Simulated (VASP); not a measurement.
Set up this calculation in VASP 6.6.1, as the native input.

```
Task                   : single point
Functional             : PBE
Potentials or basis    : VASP PAW PBE potentials, release 64 (Co_sv, Si)
Cutoff                 : 690 eV
k mesh                 : 16 × 16 × 15
Occupations            : fermi-dirac, width 0.1 eV
Spin                   : no spin polarisation
Dipole correction      : no
Further INCAR settings : ALGO = Normal; EDIFF = 1e-06; NBANDS = 18
```

The structure of CoSi (WC type) lies in POSCAR:

```
CoSi
1.0
    2.3962589097      0.0000000000      0.0000000000
   -1.1981294548      2.0752210898      0.0000000000
    0.0000000000      0.0000000000      3.3267798050
Co Si
1 1
Direct
    0.0000000000      0.0000000000      0.0000000000
    0.3333333333      0.6666666667      0.5000000000
```

The input as run:

INCAR

```
PREC = Accurate
ENCUT = 690
EDIFF = 1E-6
ISMEAR = -1
SIGMA = 0.1
LREAL = F
LASPH = T
NELM = 120
ALGO = Normal
ISIF = 2
LWAVE = F
LCHARG = F
GGA = PE
NBANDS = 18
GGA_COMPAT = F
```

KPOINTS

```
regular mesh
0
Gamma
  16 16 15
```

Potentials or basis: VASP PAW PBE potentials, release 64 (Co_sv, Si).

The run is started by

```sh
$ cat potpaw_PBE.64/Co_sv/POTCAR potpaw_PBE.64/Si/POTCAR > POTCAR
$ mpirun -np 1 vasp_std > vasp.out
```

Results of the run:

| Item | Value |
| --- | --- |
| Pressure | 119.0 GPa |
| Band gap on the k mesh | zero (an odd number of electrons rules out a gap without spin polarisation) |

Caveat: the cell stands under pressure; an odd number of electrons without spin polarisation forces a metal; a magnetic or distorted state may lie lower.

It took 72 s on 1 thread of Intel(R) Xeon(R) Platinum 8259CL CPU @ 2.50GHz (Skylake/Cascade Lake) (shared host), peak memory 0.22 GiB.
